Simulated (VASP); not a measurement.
Set up this calculation in VASP 6.6.1, as the native input.

| Property | Result |
| --- | --- |
| Task | single point |
| Functional | PBEsol |
| Potentials or basis | VASP PAW PBE potentials, release 64 (La) |
| Cutoff | 520 eV |
| k mesh | 9 × 9 × 9 |
| Occupations | fermi-dirac, width 0.05 eV |
| Spin | no spin polarisation |
| Dipole correction | no |
| Further INCAR settings | ALGO = Fast; EDIFF = 1e-07; NBANDS = 12 |

The structure of La lies in POSCAR:

```
La
1.0
   -2.1654853927      2.1654853927      2.1654853927
    2.1654853927     -2.1654853927      2.1654853927
    2.1654853927      2.1654853927     -2.1654853927
La
1
Direct
    0.0000000000      0.0000000000      0.0000000000
```

One way to write it, as run:

INCAR

```
SYSTEM = La
  ALGO = Fast
  EDIFF = 1E-7
  ENCUT = 520
  GGA = PS
  ISIF = 2
  ISMEAR = -1
  LASPH = .True.
  LCHARG = .True.
  LELF = .True.
  LREAL = .False.
  LVHAR = .True.
  LWAVE = .False.
  NBANDS = 12
  NELM = 80
  PREC = Accurate
  SIGMA = 0.05
```

KPOINTS

```
k-points
0
Gamma
  9 9 9
  0 0 0
```

Potentials or basis: VASP PAW PBE potentials, release 64 (La).

Launch:

```bash
$ cat potpaw_PBE.64/La/POTCAR > POTCAR
$ mpirun -np 1 vasp_std > vasp.out
```

Results of the run:

| Item | Value |
| --- | --- |
| Pressure | -3.6 GPa |

Caveat: the PAW data sets were made with another functional, which shifts forces and pressure a little.

It took 100 s on 1 thread of AMD EPYC 7R43 64-Core Processor (Zen 3), on a shared host, peak memory 0.13 GiB.
